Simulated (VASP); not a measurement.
Runs of VASP 6.6.1 on Ti3Al. The structure is that of space group Fm-3m (No. 225), or close to it. The cells are those of the table. 

| cell | gap on the mesh (eV) | pressure (GPa) |
| --- | --- | --- |
| a = 4.509 Å, angles 60.0°, 4 atoms | none | -0.6 |
| a = 4.570 Å, angles 60.0°, 4 atoms | none | (b) |
| a = 4.477 Å, angles 60.0°, 4 atoms | none | (a) |
| a = 4.631 Å, angles 60.0°, 4 atoms | none | -8.7 |
| a = 4.540 Å, angles 60.0°, 4 atoms | none | -2.9 |

Alike in all rows: task single point; level PBEsol; potentials or basis VASP PAW PBE potentials, release 64 (Ti_sv, Al); no spin polarisation; k mesh 6 × 6 × 6; cutoff (eV) 520; smearing methfessel-paxton 0.15 eV.

**Question.** Estimate the missing entries.

**Answer.** (a) 1.9; (b) -5.1.

Caveats: the PAW data sets were made with another functional, which shifts forces and pressure a little.

A gap of «none» marks levels without a gap at the run's occupations.
